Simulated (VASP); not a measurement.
MgH2:

```
Mg H
1.0
     4.47669    0.00000    0.00000
     0.00000    4.47669    0.00000
     0.00000    0.00000    2.99254
Mg H
2 4
Cartesian
  2.2383 2.2383 1.4963
  0.0000 0.0000 0.0000
  3.1139 3.1139 0.0000
  3.6012 0.8755 1.4963
  1.3628 1.3628 0.0000
  0.8755 3.6012 1.4963
```

Base run:

| Property | Result |
| --- | --- |
| Program | VASP 6.6.1 |
| Functional | PBE |
| Potentials or basis | VASP PAW PBE potentials, release 64 (Mg, H) |
| Cutoff | 520 eV |
| k mesh | 6 × 6 × 9 |
| Occupations | fermi-dirac, width 0.02 eV |
| Spin | no spin polarisation |

Its results: band gap on the k mesh 3.94 eV (least direct gap 4.80 eV); pressure 1.0 GPa; largest force 0.007 eV/Å.

Task: The run is repeated on the same cell with these changes: functional from PBE to r2SCAN; further incar settings from ALGO = Normal; EDIFF = 1e-06; NBANDS = 13 to ALGO = Normal; EDIFF = 1e-08; NBANDS = 13. What comes out?

Result: Band gap on the k mesh 4.56 eV (least direct gap 5.44 eV); pressure -0.2 GPa; largest force 0.010 eV/Å.

Caveats: an odd mesh through Γ misses points on the zone boundary, where band edges can lie; the PAW data sets were made with another functional, which shifts forces and pressure a little (at least some runs).
